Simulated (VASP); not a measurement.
# TaN in VASP: notebook, part 2 of 2

VASP 6.6.1. The steps go on from the part before.

## (6) Single point, PBEsol (strain -0.030 along x and y, -0.030 along z)

File INCAR:

```
SYSTEM = TaN
  PREC = Accurate
  ENCUT = 520
  EDIFF = 1E-7
  ISMEAR = 0
  SIGMA = 0.15
  LREAL = .False.
  LASPH = .True.
  NELM = 60
  ALGO = Normal
  ISIF = 2
  LWAVE = .False.
  LCHARG = .False.
  GGA = PS
  NBANDS = 15
```

File KPOINTS:

```
regular mesh
0
Gamma
  24 24 24
  0 0 0
```

File POSCAR:

```
TaN
1.0
    0.0000000000      2.1222093625      2.1222093625
    2.1222093625      0.0000000000      2.1222093625
    2.1222093625      2.1222093625      0.0000000000
Ta N
1 1
Direct
    0.5000000000      0.5000000000      0.5000000000
    0.0000000000      0.0000000000      0.0000000000
```

Potentials or basis: VASP PAW PBE potentials, release 64 (Ta_pv, N).

Command:

```bash
$ cat potpaw_PBE.64/Ta_pv/POTCAR potpaw_PBE.64/N/POTCAR > POTCAR
$ mpirun -np 1 vasp_std > vasp.out
```

OUTCAR:

```text
SYSTEM = TaN
   PREC = Accurate
   ENCUT = 520
   EDIFF = 1E-7
   ISMEAR = 0
   LREAL = .False.
   LASPH = .True.
   NELM = 60
   ISIF = 2
   GGA = PS

 ion  position               nearest neighbor table
   1  0.500  0.500  0.500-   2 2.12   2 2.12   2 2.12   2 2.12   2 2.12   2 2.12
   2  0.000  0.000  0.000-   1 2.12   1 2.12   1 2.12   1 2.12   1 2.12   1 2.12

  LATTYP: Found a face centered cubic cell.
 ALAT       =     4.2444187250

  Lattice vectors:

 A1 = (   0.0000000000,   2.1222093625,   2.1222093625)
 A2 = (   2.1222093625,   0.0000000000,   2.1222093625)
 A3 = (   2.1222093625,   2.1222093625,   0.0000000000)

Analysis of symmetry for initial positions (statically):
=====================================================================
 Subroutine PRICEL returns:
 Original cell was already a primitive cell.

 Routine SETGRP: Setting up the symmetry group for a
 face centered cubic supercell.

 Subroutine GETGRP returns: Found 48 space group operations
 (whereof 48 operations were pure point group operations)
 out of a pool of 48 trial point group operations.

The static configuration has the point symmetry O_h .

Analysis of symmetry for dynamics (positions and initial velocities):
=====================================================================
 Subroutine PRICEL returns:
 Original cell was already a primitive cell.

 Routine SETGRP: Setting up the symmetry group for a
 face centered cubic supercell.

 Subroutine GETGRP returns: Found 48 space group operations
 (whereof 48 operations were pure point group operations)
 out of a pool of 48 trial point group operations.

The dynamic configuration has the point symmetry O_h .

 Subroutine INISYM returns: Found 48 space group operations
 (whereof 48 operations are pure point group operations),
 and found     1 'primitive' translations

----------------------------------------------------------------------------------------

                                     Primitive cell

  volume of cell :      19.1159

  direct lattice vectors                    reciprocal lattice vectors
     0.000000000  2.122209363  2.122209363    -0.235603522  0.235603522  0.235603522
     2.122209363  0.000000000  2.122209363     0.235603522 -0.235603522  0.235603522
     2.122209363  2.122209363  0.000000000     0.235603522  0.235603522 -0.235603522

  length of vectors
     3.001257263  3.001257263  3.001257263     0.408077270  0.408077270  0.408077270

  position of ions in fractional coordinates (direct lattice)
     0.500000000  0.500000000  0.500000000
     0.000000000  0.000000000  0.000000000

  ion indices of the primitive-cell ions
   primitive index   ion index
                 1           1
                 2           2

----------------------------------------------------------------------------------------

 KPOINTS: regular mesh

Automatic generation of k-mesh.
 Grid dimensions read from file:
 generate k-points for:   24   24   24

 Generating k-lattice:

  Cartesian coordinates                     Fractional coordinates (reciprocal lattice)
    -0.009816813  0.009816813  0.009816813     0.041666667  0.000000000  0.000000000
     0.009816813 -0.009816813  0.009816813     0.000000000  0.041666667  0.000000000
     0.009816813  0.009816813 -0.009816813     0.000000000  0.000000000  0.041666667

  Length of vectors
     0.017003220  0.017003220  0.017003220

[... 38 lines left out ...]
   dimension x,y,z NGX =    24 NGY =   24 NGZ =   24
   dimension x,y,z NGXF=    48 NGYF=   48 NGZF=   48
   ions per type =               1   1
   NGX,Y,Z   is equivalent  to a cutoff of  13.29, 13.29, 13.29 a.u.
   NGXF,Y,Z  is equivalent  to a cutoff of  26.59, 26.59, 26.59 a.u.
 SYSTEM =  TaN
   PREC   = accura    normal or accurate (medium, high low for compatibility)
   ISTART =      0    job   : 0-new  1-cont  2-samecut
   ICHARG =      2    charge: 1-file 2-atom 10-const
   ISPIN  =      1    spin polarized calculation?
   LNONCOLLINEAR =      F non collinear calculations
   LSORBIT =      F    spin-orbit coupling
   LASPH  =      T    aspherical Exc in radial PAW
   ENCUT  =  520.0 eV  38.22 Ry    6.18 a.u.   5.58  5.58  5.58*2*pi/ulx,y,z
   NELM   =     60;   NELMIN=  2; NELMDL= -5     # of ELM steps
   EDIFF  = 0.1E-06   stopping-criterion for ELM
   LREAL  =      F    real-space projection
   EDIFFG = 0.1E-05   stopping-criterion for IOM
   NSW    =      0    number of steps for IOM
   IBRION =     -1    ionic relax: 0-MD 1-quasi-New 2-CG
   NFREE  =      0    steps in history (QN), initial steepest desc. (CG)
   ISIF   =      2    stress and relaxation
   ISYM   =      2    0-nonsym 1-usesym 2-fastsym
   POTIM  = 0.5000    time-step for ionic-motion
   TEBEG  =    0.0;   TEEND  =   0.0 temperature during run
   PSTRESS=    0.0 pullay stress
   NELECT =      16.0000    total number of electrons
   NUPDOWN=      -1.0000    fix difference up-down
   EMIN   =  10.00;   EMAX   =-10.00  energy-range for DOS
   EFERMI =   0.00;   METHOD = LEGACY
   ISMEAR =     0;   SIGMA  =   0.15  broadening in eV -4-tet -1-fermi 0-gaus
   EFERMI_NEDOS =   21; number of points for ismear=-14 and -15
   IALGO  =     38    algorithm
   IMIX   =      4    mixing-type and parameters
     AMIX     =   0.40;   BMIX     =  1.00
     AMIX_MAG =   1.60;   BMIX_MAG =  1.00
  volume/ion in A,a.u.               =       9.56        64.50
  Fermi-wavevector in a.u.,A,eV,Ry     =   1.542825  2.915516 32.386060  2.380308
  Thomas-Fermi vector in A             =   2.648575
   LORBIT       =      0    0 simple, 1 ext, 2 COOP (PROOUT), +10 PAW based schemes
   GGA     = PS    functional components
   LHFCALC =     F    Hartree Fock is set to
   AEXX    =    0.0000 exact exchange contribution
   IVDW    =     0    specifies the selected vdW correction
   LEPSILON=     F    determine dielectric tensor
   LRPA    =     F    only Hartree local field effects (RPA)
 non-spin polarized calculation
 Gauss-broadening in eV      SIGMA  =   0.15
  energy-cutoff  :      520.00
  volume of cell :       19.12
 maximum number of plane-waves:       533
   NGX = 11   NGY = 11   NGZ = 11

 number of electron      15.9999999 magnetization

 Free energy of the ion-electron system (eV)
  ---------------------------------------------------
  ext. energy  EPLUGINS =         0.00000000
  ---------------------------------------------------
  free energy    TOTEN  =       -22.99006081 eV

  energy without entropy =      -22.98092460  energy(sigma->0) =      -22.98549270

 E-fermi :  10.6192     XC(G=0): -14.1844

 val. band max:       10.6153691593   @ k =   0.2500   0.0833   0.0000
 cond. band min:      10.6225811533   @ k =   0.4167   0.0833   0.0417
 fundamental gap:      0.0072119940
 Fermi energy:        10.6191829466

 k-point     1 :       0.0000    0.0000    0.0000
  band No.  band energies     occupation
      1     -24.8747      2.00000
      2     -24.8747      2.00000
      3     -24.8747      2.00000
      4      -9.0738      2.00000
      5       6.5259      2.00000
      6       6.5259      2.00000
      7       6.5259      2.00000
      8       8.1704      2.00000
      9       8.1704      2.00000
     10       8.1704      2.00000
     11      10.6689      0.63933
     12      10.6689      0.63933
     13      13.1485      0.00000
     14      20.0330      0.00000
[... 401 lines left out ...]
      2     -24.9969      2.00000
      3     -24.9962      2.00000
      4      -5.4946      2.00000
      5      -0.4190      2.00000
      6       2.3009      2.00000
      7       2.3735      2.00000
      8      11.9810      0.00000
      9      12.8210      0.00000
     10      12.8424      0.00000
     11      15.4583      0.00000
     12      18.7569      0.00000
     13      19.2374      0.00000
     14      23.1350      0.00000
     15      23.7492      0.00000

 [... further k-points ...]

------------------------ aborting loop because EDIFF is reached ----------------------------------------

  FORCE on cell =-STRESS in cart. coord.  units (eV):
  Direction    XX          YY          ZZ          XY          YZ          ZX
  --------------------------------------------------------------------------------------
  -------------------------------------------------------------------------------------
  Total        4.9538277      4.9538277      4.9538277     -0.0000000      0.0000000     -0.0000000
  in kB      415.1994849    415.1994849    415.1994849     -0.0000000      0.0000000     -0.0000000
  external PRESSURE =     415.1994849 kB  Pullay stress =       0.0000000 kB

 VOLUME and BASIS-vectors are now :
 -----------------------------------------------------------------------------
  energy-cutoff  :      520.00
  volume of cell :       19.12
      direct lattice vectors                 reciprocal lattice vectors
     0.000000000  2.122209363  2.122209363    -0.235603522  0.235603522  0.235603522
     2.122209363  0.000000000  2.122209363     0.235603522 -0.235603522  0.235603522
     2.122209363  2.122209363  0.000000000     0.235603522  0.235603522 -0.235603522

 POSITION                                       TOTAL-FORCE (eV/Angst)
 -----------------------------------------------------------------------------------
      2.12221      2.12221      2.12221         0.000000      0.000000      0.000000
      0.00000      0.00000      0.00000        -0.000000     -0.000000     -0.000000
 -----------------------------------------------------------------------------------
    total drift:                                0.000000     -0.000000     -0.000000

  FREE ENERGIE OF THE ION-ELECTRON SYSTEM (eV)
  ---------------------------------------------------
  free  energy   TOTEN  =       -22.9900608067 eV

  energy  without entropy=      -22.9809246014  energy(sigma->0) =      -22.98549270
```

stdout:

```text
POSCAR found type information on POSCAR TaN
 POSCAR found :  2 types and       2 ions
 scaLAPACK will be used
 -----------------------------------------------------------------------------
|                                                                             |
|                                                                             |
|     You enforced a specific xc type in the INCAR file but a different       |
|     I HOPE YOU KNOW WHAT YOU ARE DOING!                                     |
|                                                                             |
 -----------------------------------------------------------------------------

 LDA part: xc-table for (Slater+PW92), standard interpolation
 POSCAR, INCAR and KPOINTS ok, starting setup
 FFT: planning ... GRIDC
 FFT: planning ... GRID_SOFT
 FFT: planning ... GRID
 WAVECAR not read
 entering main loop
```

Wall time 2.8 min (1 thread of Intel Xeon 8259CL, shared host); peak memory 0.24 GiB.

What came out:

```yaml
Free_energy: -22.9901 eV
Pressure: 41.5 GPa
Band_gap_on_the_k_mesh: zero (bands 8 and 9 overlap by 4.71 eV)
```

Levels at points of the mesh, in eV from the Fermi level:
```tsv
k point	band 6	band 7	band 8	band 9	band 10	band 11
(0.00, 0.00, 0.00)	-4.09	-4.09	-2.45	-2.45	-2.45	0.05
(0.50, 0.00, 0.00)	-8.39	-8.39	2.26	2.26	2.37	4.17
(0.50, 0.50, 0.00)	-6.28	-4.84	-4.84	2.46	4.21	4.21
```

Caveat: the cell differs from its parent crystal (strain -0.030 along x and y, -0.030 along z); the cell stands under pressure; the PAW data sets were made with another functional, which shifts forces and pressure a little; spin-orbit coupling is left out, which moves the levels of the heavy elements.

## (7) Overview

```tsv
cell	gap on the mesh (eV)	pressure (GPa)
a = 3.117, b = 3.117, c = 3.140 Å, angles 59.8, 59.8, 60.5°, 2 atoms	none	-8.9
a = 3.141, b = 3.141, c = 3.187 Å, angles 59.5, 59.5, 61.0°, 2 atoms	none	-17.1
a = 3.164, b = 3.164, c = 3.140 Å, angles 60.2, 60.2, 59.5°, 2 atoms	none	-17.7
a = 3.187 Å, angles 60.0°, 2 atoms	none	-25.3
a = 3.001 Å, angles 60.0°, 2 atoms	none	41.5
```

Alike in all rows: task single point; level PBEsol; potentials or basis VASP PAW PBE potentials, release 64 (Ta_pv, N); no spin polarisation; k mesh 24 × 24 × 24; cutoff (eV) 520; smearing gaussian 0.15 eV.

Caveats: the PAW data sets were made with another functional, which shifts forces and pressure a little; spin-orbit coupling is left out, which moves the levels of the heavy elements; the stress differs along the axes, from -12 to -3 GPa (at least some runs); the stress differs along the axes, from -22 to -7 GPa (at least some runs); the stress differs along the axes, from -22 to -15 GPa (at least some runs); the cell stands under tension (at least some runs); the cell stands under pressure (at least some runs).

Absolute energies hang on the potentials; compare differences alone.
